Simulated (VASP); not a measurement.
# Cd (Im-3m) in VASP: a series of runs

Cd is run at these levels: BLYP; tasks: single point.

Program: VASP 6.6.1. These are calculated values, not measurements. Logs are shortened: lines on timing, memory, paths and dates and some standing lists are left out, and cuts for length are marked.

**1. The cell of the first run**

Symmetry: Im-3m, No. 229, cubic system. Conventional cell: a = 3.743 Å, b = 3.743 Å, c = 3.743 Å, α = 90.00°, β = 90.00°, γ = 90.00°. Within 4.3 Å of Cd (site symmetry m-3m) lie 14 Cd at 3.24 to 3.74 Å.

**2. Single point, BLYP (volume scaled by 0.92)**

Contents of INCAR:

```
SYSTEM = Cd
  PREC = Accurate
  ENCUT = 520
  EDIFF = 1E-6
  ISMEAR = -1
  SIGMA = 0.1
  LREAL = .False.
  LASPH = .True.
  NELM = 60
  ALGO = Normal
  ISIF = 2
  LWAVE = .False.
  LCHARG = .True.
  GGA = B5
  ALDAX = 1.0
  AGGAX = 1.0
  AGGAC = 1.0
  ALDAC = 0.0
  LELF = .True.
  LVHAR = .True.
  NBANDS = 12
```

Contents of KPOINTS:

```
regular mesh
0
Gamma
  13 13 13
  0 0 0
```

Contents of POSCAR:

```
Cd
1.0
   -1.8716528688      1.8716528688      1.8716528688
    1.8716528688     -1.8716528688      1.8716528688
    1.8716528688      1.8716528688     -1.8716528688
Cd
1
Direct
    0.0000000000      0.0000000000      0.0000000000
```

Potentials or basis: VASP PAW PBE potentials, release 64 (Cd).

Launch:

```bash
> cat potpaw_PBE.64/Cd/POTCAR > POTCAR
> mpirun -np 1 vasp_std > vasp.out
```

OUTCAR:

```text
SYSTEM = Cd
   PREC = Accurate
   ENCUT = 520
   EDIFF = 1E-6
   ISMEAR = -1
   LREAL = .False.
   LASPH = .True.
   NELM = 60
   ISIF = 2
   GGA = B5

 ion  position               nearest neighbor table
   1  0.000  0.000  0.000-

  LATTYP: Found a body centered cubic cell.
 ALAT       =     3.7433057376

  Lattice vectors:

 A1 = (  -1.8716528688,   1.8716528688,   1.8716528688)
 A2 = (   1.8716528688,  -1.8716528688,   1.8716528688)
 A3 = (   1.8716528688,   1.8716528688,  -1.8716528688)

Analysis of symmetry for initial positions (statically):
=====================================================================
 Subroutine PRICEL returns:
 Original cell was already a primitive cell.

 Routine SETGRP: Setting up the symmetry group for a
 body centered cubic supercell.

 Subroutine GETGRP returns: Found 48 space group operations
 (whereof 48 operations were pure point group operations)
 out of a pool of 48 trial point group operations.

The static configuration has the point symmetry O_h .

Analysis of symmetry for dynamics (positions and initial velocities):
=====================================================================
 Subroutine PRICEL returns:
 Original cell was already a primitive cell.

 Routine SETGRP: Setting up the symmetry group for a
 body centered cubic supercell.

 Subroutine GETGRP returns: Found 48 space group operations
 (whereof 48 operations were pure point group operations)
 out of a pool of 48 trial point group operations.

The dynamic configuration has the point symmetry O_h .

 Subroutine INISYM returns: Found 48 space group operations
 (whereof 48 operations are pure point group operations),
 and found     1 'primitive' translations

----------------------------------------------------------------------------------------

                                     Primitive cell

  volume of cell :      26.2262

  direct lattice vectors                    reciprocal lattice vectors
    -1.871652869  1.871652869  1.871652869     0.000000000  0.267143554  0.267143554
     1.871652869 -1.871652869  1.871652869     0.267143554  0.000000000  0.267143554
     1.871652869  1.871652869 -1.871652869     0.267143554  0.267143554  0.000000000

  length of vectors
     3.241797863  3.241797863  3.241797863     0.377798038  0.377798038  0.377798038

  position of ions in fractional coordinates (direct lattice)
     0.000000000  0.000000000  0.000000000

  ion indices of the primitive-cell ions
   primitive index   ion index
                 1           1

----------------------------------------------------------------------------------------

 KPOINTS: regular mesh

Automatic generation of k-mesh.
 Grid dimensions read from file:
 generate k-points for:   13   13   13

 Generating k-lattice:

  Cartesian coordinates                     Fractional coordinates (reciprocal lattice)
     0.000000000  0.020549504  0.020549504     0.076923077  0.000000000  0.000000000
     0.020549504  0.000000000  0.020549504     0.000000000  0.076923077  0.000000000
     0.020549504  0.020549504  0.000000000     0.000000000  0.000000000  0.076923077

  Length of vectors
     0.029061388  0.029061388  0.029061388

  Shift w.r.t. Gamma in fractional coordinates (k-lattice)
     0.000000000  0.000000000  0.000000000

 Subroutine IBZKPT returns following result:
 ===========================================

 Found     84 irreducible k-points:

 Following reciprocal coordinates:
            Coordinates               Weight
  0.000000  0.000000  0.000000      1.000000
  0.076923  0.000000  0.000000     12.000000
  0.153846  0.000000  0.000000     12.000000
  0.230769  0.000000  0.000000     12.000000
  0.307692  0.000000  0.000000     12.000000
  0.384615  0.000000  0.000000     12.000000
[... 16 lines left out ...]
  0.153846  0.076923  0.076923     24.000000
  0.230769  0.076923  0.076923     24.000000
 [... further k-points ...]
   k-points           NKPTS =     84   k-points in BZ     NKDIM =     84   number of bands    NBANDS=     12
   number of dos      NEDOS =    301   number of ions     NIONS =      1
   total plane-waves  NPLWV =  13824
   dimension x,y,z NGX =    24 NGY =   24 NGZ =   24
   dimension x,y,z NGXF=    48 NGYF=   48 NGZF=   48
   ions per type =               1
   NGX,Y,Z   is equivalent  to a cutoff of  12.31, 12.31, 12.31 a.u.
   NGXF,Y,Z  is equivalent  to a cutoff of  24.62, 24.62, 24.62 a.u.
 SYSTEM =  Cd
   PREC   = accura    normal or accurate (medium, high low for compatibility)
   ISTART =      0    job   : 0-new  1-cont  2-samecut
   ICHARG =      2    charge: 1-file 2-atom 10-const
   ISPIN  =      1    spin polarized calculation?
   LNONCOLLINEAR =      F non collinear calculations
   LSORBIT =      F    spin-orbit coupling
   LASPH  =      T    aspherical Exc in radial PAW
   ENCUT  =  520.0 eV  38.22 Ry    6.18 a.u.   6.03  6.03  6.03*2*pi/ulx,y,z
   NELM   =     60;   NELMIN=  2; NELMDL= -5     # of ELM steps
   EDIFF  = 0.1E-05   stopping-criterion for ELM
   LREAL  =      F    real-space projection
   EDIFFG = 0.1E-04   stopping-criterion for IOM
   NSW    =      0    number of steps for IOM
   IBRION =     -1    ionic relax: 0-MD 1-quasi-New 2-CG
   NFREE  =      0    steps in history (QN), initial steepest desc. (CG)
   ISIF   =      2    stress and relaxation
   ISYM   =      2    0-nonsym 1-usesym 2-fastsym
   POTIM  = 0.5000    time-step for ionic-motion
   TEBEG  =    0.0;   TEEND  =   0.0 temperature during run
   PSTRESS=    0.0 pullay stress
   NELECT =      12.0000    total number of electrons
   NUPDOWN=      -1.0000    fix difference up-down
   EMIN   =  10.00;   EMAX   =-10.00  energy-range for DOS
   EFERMI =   0.00;   METHOD = LEGACY
   ISMEAR =    -1;   SIGMA  =   0.10  broadening in eV -4-tet -1-fermi 0-gaus
   EFERMI_NEDOS =   21; number of points for ismear=-14 and -15
   IALGO  =     38    algorithm
   IMIX   =      4    mixing-type and parameters
     AMIX     =   0.40;   BMIX     =  1.00
     AMIX_MAG =   1.60;   BMIX_MAG =  1.00
  volume/ion in A,a.u.               =      26.23       176.98
  Fermi-wavevector in a.u.,A,eV,Ry     =   1.261508  2.383904 21.652338  1.591402
  Thomas-Fermi vector in A             =   2.394963
   LORBIT       =      0    0 simple, 1 ext, 2 COOP (PROOUT), +10 PAW based schemes
   GGA     = B5    functional components
   LHFCALC =     F    Hartree Fock is set to
   AEXX    =    0.0000 exact exchange contribution
   IVDW    =     0    specifies the selected vdW correction
   LEPSILON=     F    determine dielectric tensor
   LRPA    =     F    only Hartree local field effects (RPA)
 non-spin polarized calculation
  energy-cutoff  :      520.00
  volume of cell :       26.23
 maximum number of plane-waves:       718
   NGX = 13   NGY = 13   NGZ = 13

 number of electron      12.0000006 magnetization

 Free energy of the ion-electron system (eV)
  ---------------------------------------------------
  ext. energy  EPLUGINS =         0.00000000
  ---------------------------------------------------
  free energy    TOTEN  =        -0.10181911 eV

  energy without entropy =       -0.08499483  energy(sigma->0) =       -0.09340697

 E-fermi :   2.0406     XC(G=0):  -9.4986

 val. band max:        2.0392911406   @ k =   0.3846   0.2308  -0.0000
 cond. band min:       2.0602593735   @ k =   0.3077   0.3077   0.0769
 fundamental gap:      0.0209682329
 Fermi energy:         2.0406494970

 k-point     1 :       0.0000    0.0000    0.0000
  band No.  band energies     occupation
      1      -6.7672      2.00000
      2      -6.7672      2.00000
      3      -6.7672      2.00000
      4      -6.3186      2.00000
      5      -6.3186      2.00000
      6      -5.4068      2.00000
      7      15.7806      0.00000
      8      15.7806      0.00000
      9      15.7806      0.00000
     10      17.1467      0.00000
     11      17.1467      0.00000
     12      17.1467      0.00000

 k-point     2 :       0.0769    0.0000    0.0000
  band No.  band energies     occupation
      1      -6.7796      2.00000
      2      -6.7611      2.00000
      3      -6.7278      2.00000
      4      -6.3317      2.00000
      5      -6.3184      2.00000
      6      -5.2662      2.00000
      7      14.3279      0.00000
      8      15.0968      0.00000
      9      15.3414      0.00000
     10      16.5001      0.00000
     11      16.7848      0.00000
     12      17.0654      0.00000

 k-point     3 :       0.1538    0.0000    0.0000
  band No.  band energies     occupation
      1      -6.8136      2.00000
      2      -6.7598      2.00000
      3      -6.6166      2.00000
      4      -6.3627      2.00000
      5      -6.3175      2.00000
      6      -4.8320      2.00000
      7      11.6224      0.00000
      8      13.8128      0.00000
      9      14.3176      0.00000
     10      15.9521      0.00000
     11      16.1498      0.00000
     12      17.4115      0.00000
[... 286 lines left out ...]
 k-point    23 :       0.1538    0.0769    0.0769
  band No.  band energies     occupation
      1      -6.8519      2.00000
      2      -6.8078      2.00000
      3      -6.4528      2.00000
      4      -6.3609      2.00000
      5      -6.3279      2.00000
      6      -3.7765      2.00000
      7       8.9281      0.00000
      8      10.6699      0.00000
      9      11.2802      0.00000
     10      17.7861      0.00000
     11      17.8300      0.00000
     12      18.5197      0.00000

 k-point    24 :       0.2308    0.0769    0.0769
  band No.  band energies     occupation
      1      -6.8992      2.00000
      2      -6.8397      2.00000
      3      -6.3728      2.00000
      4      -6.3174      2.00000
      5      -6.3171      2.00000
      6      -2.7261      2.00000
      7       6.4792      0.00000
      8       9.6499      0.00000
      9      10.5195      0.00000
     10      17.4015      0.00000
     11      17.4964      0.00000
     12      19.5905      0.00000

 [... further k-points ...]

------------------------ aborting loop because EDIFF is reached ----------------------------------------

  FORCE on cell =-STRESS in cart. coord.  units (eV):
  Direction    XX          YY          ZZ          XY          YZ          ZX
  --------------------------------------------------------------------------------------
  -------------------------------------------------------------------------------------
  Total        0.2019536      0.2019536      0.2019536      0.0000000      0.0000000      0.0000000
  in kB       12.3374755     12.3374755     12.3374755      0.0000000      0.0000000      0.0000000
  external PRESSURE =      12.3374755 kB  Pullay stress =       0.0000000 kB

 VOLUME and BASIS-vectors are now :
 -----------------------------------------------------------------------------
  energy-cutoff  :      520.00
  volume of cell :       26.23
      direct lattice vectors                 reciprocal lattice vectors
    -1.871652869  1.871652869  1.871652869     0.000000000  0.267143554  0.267143554
     1.871652869 -1.871652869  1.871652869     0.267143554  0.000000000  0.267143554
     1.871652869  1.871652869 -1.871652869     0.267143554  0.267143554  0.000000000

 POSITION                                       TOTAL-FORCE (eV/Angst)
 -----------------------------------------------------------------------------------
      0.00000      0.00000      0.00000         0.000000     -0.000000      0.000000
 -----------------------------------------------------------------------------------
    total drift:                                0.000000      0.000000      0.000000

  FREE ENERGIE OF THE ION-ELECTRON SYSTEM (eV)
  ---------------------------------------------------
  free  energy   TOTEN  =        -0.1018191076 eV

  energy  without entropy=       -0.0849948254  energy(sigma->0) =       -0.09340697
```

Wall time 30 s (1 thread of Intel Xeon 8259CL, shared host); peak memory 0.15 GiB.

Results:

```
Free energy            : -0.1018 eV
Pressure               : 1.2 GPa
Band gap on the k mesh : zero (band 6 reaches 4.41 eV, above the bottom of band 7 at 0.94 eV)
```

Caveat: the PAW data sets were made with another functional, which shifts forces and pressure a little.

**3. Single point, BLYP (volume scaled by 0.96)**

Contents of INCAR:

```
SYSTEM = Cd
PREC = Accurate
ENCUT = 520
EDIFF = 1E-6
ISMEAR = -1
SIGMA = 0.1
LREAL = .FALSE.
LASPH = .TRUE.
NELM = 100
ALGO = Normal
ISIF = 2
LWAVE = .FALSE.
LCHARG = .TRUE.
GGA = B5
ALDAX = 1.0
AGGAX = 1.0
AGGAC = 1.0
ALDAC = 0.0
LELF = .TRUE.
LVHAR = .TRUE.
NBANDS = 12
```

Contents of KPOINTS:

```
Automatic mesh
0
G
  13 13 13
  0 0 0
```

Contents of POSCAR:

```
Cd
1.0
   -1.8983943799      1.8983943799      1.8983943799
    1.8983943799     -1.8983943799      1.8983943799
    1.8983943799      1.8983943799     -1.8983943799
Cd
1
Direct
    0.0000000000      0.0000000000      0.0000000000
```

Potentials or basis: VASP PAW PBE potentials, release 64 (Cd).

Launch:

```bash
> cat potpaw_PBE.64/Cd/POTCAR > POTCAR
> mpirun -np 1 vasp_std > vasp.out
```

It took 31 s on 1 thread of Intel Xeon 8259CL, shared host; peak memory 0.15 GiB.

Results (log left out):

```yaml
Free_energy: -0.1082 eV
Pressure: 0.5 GPa
Band_gap_on_the_k_mesh: zero (band 6 reaches 4.07 eV, above the bottom of band 7 at 0.81 eV)
```

Levels at points of the mesh, in eV from the Fermi level:
```tsv
k point	band 4	band 5	band 6	band 7	band 8	band 9
(0.00, 0.00, 0.00)	-8.30	-8.30	-7.17	13.24	13.24	13.24
```

Caveat: the PAW data sets were made with another functional, which shifts forces and pressure a little.
